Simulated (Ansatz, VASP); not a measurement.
One calculation of MgO2, two programs

Contents of INCAR:

```
PREC = Accurate
ENCUT = 520
EDIFF = 1E-7
ISMEAR = 0
SIGMA = 0.05
LREAL = False
LASPH = True
NELM = 80
ALGO = Normal
ISIF = 2
LWAVE = False
LCHARG = True
GGA = PS
LELF = True
LVHAR = True
NBANDS = 14
```

The input KPOINTS:

```
regular mesh
0
Gamma
  12 12 12
```

File POSCAR:

```
MgO2
1.0
    1.6448800414      0.9496719347      3.4939788749
   -1.6448800414      0.9496719347      3.4939788749
    0.0000000000     -1.8993438694      3.4939788749
Mg O
1 2
Direct
    0.0000000000      0.0000000000      0.0000000000
    0.4287860000      0.4287860000      0.4287860000
    0.5712140000      0.5712140000      0.5712140000
```

Input for Ansatz:

```yaml
crystal:
  lattice:
    - [1.6448800414, 0.9496719347, 3.4939788749]
    - [-1.6448800414, 0.9496719347, 3.4939788749]
    - [0.0, -1.8993438694, 3.4939788749]
  atoms:
    - { symbol: Mg, position: [0.0, 0.0, 0.0] }
    - { symbol: O, position: [0.428786, 0.428786, 0.428786] }
    - { symbol: O, position: [0.571214, 0.571214, 0.571214] }
basis:
  ecutwfc: 420
kpoints:
  mp_grid: { grid: [12, 12, 12] }
hamiltonian:
  xc: pbesol
scf:
  occupations: { method: gaussian, width: 0.05 }
output:
  forces: true
  stress: true
  eigenvalues: true
```

Change from the starting cell: strain +0.025 along x and y, +0.000 along z, atoms carried along.

Alike in both runs: task single point; functional PBEsol; k mesh 12 × 12 × 12; occupations gaussian, width 0.05 eV; no spin polarisation.

```csv
,VASP,Ansatz
version,VASP 6.6.1,Ansatz 0.2.0
potentials or method,"VASP PAW PBE potentials, release 64 (Mg, O), cutoff 520 eV","scalar-relativistic, plane waves, PAW"
valence electrons in the cell,14,22
```

VASP gave:

| Quantity | Value |
| --- | --- |
| gap on the k mesh at the Fermi level (eV) | 2.26 |
| least direct gap on the mesh (eV) | 2.26 |
| pressure (GPa) | -9.1 |
| traceless stress, the component that is largest in VASP (GPa) | 2.52 |
| rms of the force components (eV/Å) | 0.071 |

Question: Estimate Ansatz's values.

Answer: gap on the k mesh at the Fermi level (eV): 2.28; least direct gap on the mesh (eV): 2.28; pressure (GPa): -9.0; traceless stress, the component that is largest in VASP (GPa): 1.49; rms of the force components (eV/Å): 0.017.

VASP's potentials were made for PBE, not for PBEsol. Atom by atom the forces differ by 0.088 eV/Å (rms over components). With one functional, cell and mesh, what is left measures potentials, basis and numerics. VASP's potentials hold 14 valence electrons a cell and Ansatz's 22, so a difference there can come from the potentials and not from the codes.
